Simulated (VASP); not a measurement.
A run of VASP 6.6.1:

File INCAR:

```
ALGO     = Normal         # electronic algorithm
EDIFF    = 1E-6           # SCF threshold, eV
ENCUT    = 520            # plane-wave cutoff, eV
GGA      = PE             # functional
ISIF     = 2              # what is computed and relaxed
ISMEAR   = -1             # smearing method
ISPIN    = 2              # spin polarisation
LASPH    = True           # aspherical terms in the spheres
LCHARG   = False          # write CHGCAR
LMAXMIX  = 4              # l up to which the mixer works
LORBIT   = 11             # projections on sites
LREAL    = False          # projectors in reciprocal space
LWAVE    = False          # write WAVECAR
MAGMOM   = 1              # initial moments
NBANDS   = 15             # bands
NELM     = 150            # most SCF steps
PREC     = Accurate       # precision mode
SIGMA    = 0.05           # smearing width, eV
```

KPOINTS

```
k-points
0
Gamma
  13 13 13
```

POSCAR

```
Ni
1.0
    0.0000000000      1.7590053111      1.7590053111
    1.7590053111      0.0000000000      1.7590053111
    1.7590053111      1.7590053111      0.0000000000
Ni
1
Direct
    0.0000000000      0.0000000000      0.0000000000
```

Potentials or basis: VASP PAW PBE potentials, release 64 (Ni).

The run is started by

```bash
$ cat potpaw_PBE.64/Ni/POTCAR > POTCAR
$ mpirun -np 1 vasp_std > vasp.out
```

Hardware: 1 thread of Intel Xeon 8259CL, with other jobs on the host.

Task: Estimate the wall time of this run.

Result: Wall time 40 s on 1 thread of Intel Xeon 8259CL (shared host), peak memory 0.14 GiB. Counts: scf iterations 12, k points 84.
